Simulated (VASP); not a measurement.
A run of VASP 6.6.1 is set up as follows.

INCAR

```
SYSTEM = B5As2
  PREC = Accurate
  ENCUT = 500
  EDIFF = 1E-7
  ISMEAR = 0
  SIGMA = 0.2
  LREAL = .False.
  LASPH = .True.
  NELM = 120
  ALGO = Normal
  ISIF = 3
  LWAVE = .False.
  LCHARG = .False.
  GGA = PE
  IBRION = 2
  NSW = 36
  EDIFFG = -0.08
  GGA_COMPAT = .False.
  NELMIN = 4
```

The input KPOINTS:

```
Automatic mesh
0
Gamma
  4 4 4
  0 0 0
```

File POSCAR:

```
B5As2
1.0
    4.8467589800      0.0000000000      0.0000000000
   -2.4233794900      4.1974164100      0.0000000000
    0.0000000000      0.0000000000      4.1641337100
B As
5 2
Direct
    0.5000000000      0.0000000000      0.0000000000
    0.0000000000      0.5000000000      0.0000000000
    0.5000000000      0.5000000000      0.0000000000
    0.0000000000      0.0000000000      0.0000000000
    0.0000000000      0.0000000000      0.5000000000
    0.3333333300      0.6666666700      0.0000000000
    0.6666666700      0.3333333300      0.0000000000
```

Potentials or basis: VASP PAW PBE potentials, release 64 (B, As).

The run is started by

```bash
$ cat potpaw_PBE.64/B/POTCAR potpaw_PBE.64/As/POTCAR > POTCAR
$ mpirun -np 1 vasp_std > vasp.out
```

(1) Estimate the band gap on the k mesh.

(2) Predict the relaxed volume.

Results:

(1) zero (an odd number of electrons rules out a gap without spin polarisation).

(2) 16.73 Å³/atom.

Caveat: the k points lie up to 0.49 Å⁻¹ apart in the final cell, too coarse for converged energies and pressures of a metal; the volume moved by over 15 % at a fixed basis, so the end points are rough.
